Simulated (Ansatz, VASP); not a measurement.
## TiB2 in VASP and in Ansatz

```
CELL_PARAMETERS angstrom
3.02920 0.00000 0.00000
-1.51460 2.62336 0.00000
0.00000 0.00000 3.22840
ATOMIC_POSITIONS crystal
Ti 0.00000 0.00000 0.00000
B 0.33333 0.66667 0.50000
B 0.66667 0.33333 0.50000
```

Alike in both runs: task single point; functional PBE; k mesh 6 × 6 × 6; occupations gaussian, width 0.1 eV; no spin polarisation.

```csv
,VASP,Ansatz
version,VASP 6.6.1,Ansatz 0.2.0
potentials or method,"VASP PAW PBE potentials, release 64 (Ti_sv, B), cutoff 500 eV","scalar-relativistic, plane waves, PAW"
valence electrons in the cell,18,18
```

Ansatz gave:

```
gap on the k mesh at the Fermi level (eV)                     : none
pressure (GPa)                                                : 0.5
traceless stress, the component that is largest in VASP (GPa) : -1.74
```

**Question.** Which values does VASP return?

**Answer.** gap on the k mesh at the Fermi level (eV): none; pressure (GPa): 0.7; traceless stress, the component that is largest in VASP (GPa): -1.72.

A gap of «none» marks a metal or a gap that the smearing closes. With one functional, cell and mesh, what is left measures potentials, basis and numerics.

The k mesh is coarse, so the values compare programs but aren't converged.
